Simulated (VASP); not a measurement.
Crystal: ZnSe.

```
Zn Se
1.0
     0.00000    2.83242    2.83242
     2.83242    0.00000    2.83242
     2.83242    2.83242    0.00000
Zn Se
1 1
Direct
  0.00000 0.00000 0.00000
  0.25000 0.25000 0.25000
```

Base run:

| Property | Result |
| --- | --- |
| Program | VASP 6.6.1 |
| Functional | r2SCAN0 |
| Potentials or basis | VASP PAW PBE potentials, release 64 (Zn, Se) |
| Cutoff | 520 eV |
| k mesh | 6 × 6 × 6 |
| Occupations | gaussian, width 0.01 eV |
| Spin | no spin polarisation |

Its results: band gap on the k mesh 3.42 eV; pressure -0.2 GPa.

Question: The run is repeated on the same cell with these changes: functional from r2SCAN0 to r2SCANh; share of exact exchange from 0.25 to 0.1. What comes out?

Answer: Band gap on the k mesh 2.48 eV; pressure 0.0 GPa.

Caveats: the PAW data sets were made with another functional, which shifts forces and pressure a little.

